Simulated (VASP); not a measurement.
A run of VASP 6.6.1 is set up as follows.

Contents of POSCAR:

```
RbBr
1.0
    4.3201552879      0.0000000000      0.0000000000
    0.0000000000      4.3201552879      0.0000000000
    0.0000000000      0.0000000000      4.3201552879
Rb Br
1 1
Direct
    0.0000000000      0.0000000000      0.0000000000
    0.5000000000      0.5000000000      0.5000000000
```

The input INCAR.step1:

```
SYSTEM = RbBr
  ALGO = Normal
  EDIFF = 1E-4
  ENCUT = 520
  GGA = PE
  ISMEAR = 0
  LASPH = .True.
  LCHARG = .False.
  LREAL = .False.
  LWAVE = .True.
  NBANDS = 15
  NELM = 60
  PREC = Accurate
  SIGMA = 0.01
```

Contents of INCAR.step2:

```
SYSTEM = RbBr
  ALGO = Normal
  EDIFF = 1E-7
  ENCUT = 520
  ISIF = 2
  ISMEAR = 0
  ISTART = 1
  LASPH = .True.
  LCHARG = .True.
  LELF = .True.
  LMIXTAU = .True.
  LREAL = .False.
  LVHAR = .True.
  LWAVE = .False.
  METAGGA = R2SCAN
  NBANDS = 15
  NELM = 60
  PREC = Accurate
  SIGMA = 0.01
```

Contents of KPOINTS:

```
k-points
0
Gamma
  6 6 6
  0 0 0
```

Potentials or basis: VASP PAW PBE potentials, release 64 (Rb_sv, Br).

Command:

```bash
$ cat potpaw_PBE.64/Rb_sv/POTCAR potpaw_PBE.64/Br/POTCAR > POTCAR
$ cp INCAR.step1 INCAR
$ mpirun -np 1 vasp_std > vasp.out
$ cp INCAR.step2 INCAR
$ mpirun -np 1 vasp_std > vasp.out
```

Q: What does it give for the band gap on the k mesh?

A: 4.37 eV, indirect (least direct gap 4.51 eV).

Q: What does it give for the pressure?

A: -1.7 GPa.

Caveat: the cell differs from its parent crystal (strain +4.8%); the PAW data sets were made with another functional, which shifts forces and pressure a little. A k mesh can miss the band edges.
